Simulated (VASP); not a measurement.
Crystal: V3H2.

```xyz
5
Lattice="3.3290 0.0000 0.0000 -1.6645 2.8830 0.0000 0.0000 0.0000 5.1794" Properties=species:S:1:pos:R:3 pbc="T T T"
V     0.0000    0.0000    0.0000
V     0.0000    1.9220    3.3407
V     1.6645    0.9610    1.8387
H     0.0000    1.9220    1.2690
H     1.6645    0.9610    3.9105
```

```yaml
Program: VASP 6.6.1
Task: relaxation of cell and atoms
Functional: PBE
Potentials_or_basis: VASP PAW PBE potentials, release 64 (V_sv, H)
Cutoff: 600 eV
k_mesh: 6 × 6 × 4
Occupations: gaussian, width 0.1 eV
Spin: no spin polarisation
```

At the start: pressure -10.0 GPa; volume 9.94 Å³/atom.

Question: Where does the relaxation end?

Answer: Over 24 steps the energy falls by 342.9 meV/atom and the volume is 8.91 Å³/atom (-10.4 %); space group P-3m1 (No. 164, to 0.1 Å) before and after.

Step by step:
```
step  energy change (eV)  largest force (eV/Å)  pressure (GPa)  volume (Å³)
   1              0.0000                1.7486          -10.02        49.71
   2             -0.5657                0.0864            0.74        45.31
   3             -0.5981                0.4494            4.96        44.24
   4             -0.8233                0.5674            2.70        44.73
   5             -0.9927                0.8393            2.15        45.26
   6             -1.1280                0.8862           -5.30        46.65
   7             -1.1609                0.8575           -7.00        47.27
   8             -1.1787                0.7796          -11.59        48.52
   9             -1.2170                0.7669          -11.50        48.42
  10             -1.3130                0.7000          -10.96        48.09
  11             -1.3802                1.4142           -8.30        47.41
  12             -1.4789                1.3322           -5.30        46.38
  13             -1.6093                0.9357            6.38        43.36
  14             -1.6741                0.4389            4.22        43.72
  15             -1.7031                0.1693            1.84        44.21
  16             -1.7032                0.1479            1.91        44.19
  17             -1.7079                0.1226            0.18        44.58
  18             -1.7084                0.1158           -0.54        44.75
  19             -1.7098                0.0988           -0.35        44.70
  20             -1.7120                0.0814            0.23        44.56
  21             -1.7121                0.1040            0.39        44.53
  22             -1.7134                0.0820            0.09        44.59
  23             -1.7142                0.0478           -0.44        44.71
  24             -1.7146                0.0268            0.18        44.56
```

Final structure:
```
V H
1.0
     2.83219    0.00000    0.00000
    -1.41610    2.45275    0.00000
     0.00000    0.00000    6.41407
V H
3 2
Direct
  0.00000 0.00000 0.00000
  0.33333 0.66667 0.65641
  0.66667 0.33333 0.34359
  0.33333 0.66667 0.16540
  0.66667 0.33333 0.83460
```

Caveat: the k points lie up to 0.43 Å⁻¹ apart in the final cell, too coarse for converged energies and pressures of a metal; a cell axis changed by over 15 % at a fixed basis, so the end point is rough.
